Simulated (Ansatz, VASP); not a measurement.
## Bi2Se3 in VASP and in Ansatz

```xyz
5
Lattice="2.0505 1.1838 9.6568 -2.0505 1.1838 9.6568 0.0000 -2.3677 9.6568" Properties=species:S:1:pos:R:3 pbc="T T T"
Bi    0.0000    0.0000   11.5898
Bi    0.0000    0.0000   17.3805
Se    0.0000    0.0000    6.1533
Se    0.0000    0.0000   22.8170
Se    0.0000    0.0000    0.0000
```

Change from the starting cell: hydrostatic strain -1.0%.

Alike in both runs: task single point; functional PBE; k mesh 8 × 8 × 8; occupations fermi-dirac, width 0.02 eV; no spin polarisation.

|  | VASP | Ansatz |
| --- | --- | --- |
| version | VASP 6.6.1 | Ansatz 0.2.0 |
| potentials or method | VASP PAW PBE potentials, release 64 (Bi_d, Se) | plane waves, PAW |
| plane-wave cutoff (eV) | 520 | 420 |
| valence electrons in the cell | 48 | 78 |

|  | VASP | Ansatz | Ansatz less VASP |
| --- | --- | --- | --- |
| pressure (GPa) | 3.4 | 3.4 | -0.03 |
| traceless stress, the component that is largest in VASP (GPa) | -0.42 | -0.42 | -0.001 |
| rms of the force components (eV/Å) | 0.086 | 0.080 | -0.0058 |

Atom by atom the forces differ by 0.006 eV/Å (rms over components). VASP's potentials hold 48 valence electrons a cell and Ansatz's 78, so a difference there can come from the potentials and not from the codes.

Neither program's run includes spin-orbit coupling.
